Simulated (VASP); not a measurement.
## MgO: single point with r2SCAN

Crystal: MgO.

```
Mg O
1.0
     0.00000    2.08178    2.08178
     2.08178    0.00000    2.08178
     2.08178    2.08178    0.00000
Mg O
1 1
Direct
  0.00000 0.00000 0.00000
  0.50000 0.50000 0.50000
```

This cell differs from its parent crystal: strain -1.0%.

| Property | Result |
| --- | --- |
| Program | VASP 6.6.1 |
| Task | single point |
| Functional | r2SCAN |
| Potentials or basis | VASP PAW PBE potentials, release 64 (Mg_sv, O) |
| Cutoff | 750 eV |
| k mesh | 10 × 10 × 10 |
| Occupations | gaussian, width 0.01 eV |
| Spin | no spin polarisation |

```json
{"Pressure": "4.9 GPa", "Band gap on the k mesh": "6.01 eV"}
```

Levels at points of the mesh, in eV from the valence-band top:
```
           k point  band 5  band 6  band 7  band 8  band 9  band 10  band 11  band 12
(0.00, 0.00, 0.00)  -18.37    0.00    0.00    0.00    6.01    17.07    17.07    17.07
(0.50, 0.00, 0.00)  -17.00   -4.75   -0.71   -0.71    9.06    14.26    17.88    17.88
(0.50, 0.50, 0.00)  -16.78   -4.21   -1.41   -1.41   10.09    11.56    14.71    21.02
```

Wall time 79 s on 1 thread of Intel(R) Xeon(R) 6975P-C (Granite Rapids), with other jobs on the host, peak memory 0.16 GiB.

Caveat: the cell differs from its parent crystal (strain -1.0%); the cell stands under pressure; the PAW data sets were made with another functional, which shifts forces and pressure a little.
